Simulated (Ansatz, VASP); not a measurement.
Two plane-wave programs on SnPt3

```xyz
4
Lattice="3.9797 0.0000 0.0000 0.0000 3.9797 0.0000 0.0000 0.0000 3.9797" Properties=species:S:1:pos:R:3 pbc="T T T"
Sn    0.0000    0.0000    0.0000
Pt    0.0000    1.9899    1.9899
Pt    1.9899    0.0000    1.9899
Pt    1.9899    1.9899    0.0000
```

Alike in both runs: functional LDA; k mesh 10 × 10 × 10; occupations gaussian, width 0.1 eV; no spin polarisation.

Ansatz relaxed the structure, and its values are those at the end. VASP's run is a single point on that final structure, the one shown.

|  | VASP | Ansatz |
| --- | --- | --- |
| version | VASP 6.6.1 | Ansatz 0.2.0 |
| potentials or method | VASP PAW LDA potentials, release 64 (Sn_d, Pt), cutoff 520 eV | scalar-relativistic, plane waves, PAW |
| valence electrons in the cell | 44 | 68 |

Ansatz gave:

* gap on the k mesh at the Fermi level (eV): none
* pressure (GPa): 0.0

**Question.** What did VASP give for the same quantities?

**Answer.** gap on the k mesh at the Fermi level (eV): none; pressure (GPa): 0.8.

LDA's correlation is that of Perdew and Zunger in VASP and of Perdew and Wang (1992) in Ansatz. A gap of «none» marks a metal or a gap that the smearing closes. VASP's potentials hold 44 valence electrons a cell and Ansatz's 68, so a difference there can come from the potentials and not from the codes.

Neither program's run includes spin-orbit coupling.
